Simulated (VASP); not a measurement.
**Na2LuSi: single point with PBE**

Crystal: Na2LuSi.

```
CELL_PARAMETERS angstrom
3.20633 0.00000 0.00000
0.00000 3.20633 0.00000
0.00000 0.00000 7.59060
ATOMIC_POSITIONS crystal
Na 0.50000 0.50000 0.70319
Na 0.50000 0.50000 0.29681
Lu 0.50000 0.50000 0.00000
Si 0.00000 0.00000 0.50000
```

```
Program                : VASP 6.6.1
Task                   : single point
Functional             : PBE
Potentials or basis    : VASP PAW PBE potentials, release 64 (Na_pv, Lu, Si)
Cutoff                 : 520 eV
k mesh                 : 6 × 6 × 2
Occupations            : gaussian, width 0.1 eV
Spin                   : no spin polarisation
Dipole correction      : no
Further INCAR settings : ALGO = Normal; EDIFF = 1e-07; NBANDS = 30
```

* Pressure: 17.2 GPa
* Largest force: 2.510 eV/Å

Forces in eV/Å, atoms in the order of the input:
```
Na   0.000  0.000 -2.510
Na   0.000  0.000  2.510
Lu   0.000  0.000  0.000
Si   0.000  0.000  0.000
```

Stress tensor (GPa, compression positive):
```
 3.31  0.00  0.00
 0.00  3.31  0.00
 0.00  0.00 45.08
```

Levels at points of the mesh, in eV from the Fermi level:
```tsv
k point	band 19	band 20	band 21	band 22	band 23	band 24	band 25	band 26
(0.00, 0.00, 0.00)	-4.56	-3.58	-0.29	0.75	2.79	2.90	2.90	3.37
(0.50, 0.00, 0.00)	-4.25	-2.20	-1.44	0.18	0.67	1.86	1.91	3.26
(0.50, 0.50, 0.00)	-2.48	-2.48	-1.31	-0.02	-0.02	0.27	1.61	3.38
(0.00, 0.00, 0.50)	-5.28	-2.12	-0.29	-0.07	1.84	2.85	2.85	3.45
(0.50, 0.00, 0.50)	-4.13	-1.78	-1.71	-1.11	1.31	1.60	3.30	3.90
(0.50, 0.50, 0.50)	-2.50	-2.50	-1.62	0.20	0.20	0.88	2.33	2.42
```

It took 86 s on 1 thread of Intel Xeon 6975P-C, with other jobs on the host, peak memory 0.21 GiB.

Caveat: the k points lie up to 0.41 Å⁻¹ apart; spin-orbit coupling is left out, which moves the levels of the heavy elements; forces of over 1 eV/Å act on the atoms, so gaps and moduli don't describe the material at rest.
